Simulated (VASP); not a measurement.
Write the native input for VASP 6.6.1 that does the following.

* Task: single point
* Functional: PBE
* Potentials or basis: VASP PAW PBE potentials, release 64 (Zr_sv, S)
* Cutoff: 500 eV
* k mesh: 12 × 12 × 4
* Occupations: gaussian, width 0.02 eV
* Spin: no spin polarisation
* Dipole correction: no
* Further INCAR settings: ALGO = Normal; EDIFF = 1e-06; NBANDS = 19

The structure of ZrS2 lies in POSCAR:

```
ZrS2
1.0
    3.6863720347      0.0000000000      0.0000000000
   -1.8431860174      3.1924918299      0.0000000000
    0.0000000000      0.0000000000      6.9562514733
Zr S
1 2
Direct
    0.0000000000      0.0000000000      0.0000000000
    0.6666666667      0.3333333333      0.7918586409
    0.3333333333      0.6666666667      0.2081413591
```

This cell differs from its parent crystal: volume scaled by 1.03, then relaxed in part.

These files were run (other wordings do the same):

INCAR

```
ALGO = Normal
EDIFF = 1E-6
ENCUT = 500
GGA = PE
GGA_COMPAT = F
ISIF = 2
ISMEAR = 0
LASPH = T
LCHARG = F
LREAL = F
LWAVE = F
NBANDS = 19
NELM = 120
PREC = Accurate
SIGMA = 0.02
```

KPOINTS

```
k-points
0
Gamma
  12 12 4
```

Potentials or basis: VASP PAW PBE potentials, release 64 (Zr_sv, S).

Run with:

```console
$ cat potpaw_PBE.64/Zr_sv/POTCAR potpaw_PBE.64/S/POTCAR > POTCAR
$ mpirun -np 1 vasp_std > vasp.out
```

Results of the run:

```
Pressure               : -0.1 GPa
Largest force          : 0.009 eV/Å
Band gap on the k mesh : 1.15 eV, indirect (least direct gap 1.69 eV)
```

Caveat: this functional lacks dispersion, which binds the layers, so the pressure and a relaxed spacing across them are unreliable.

Wall time 54 s on 1 thread of Intel(R) Xeon(R) Platinum 8559C (Emerald Rapids) (shared host), peak memory 0.25 GiB.
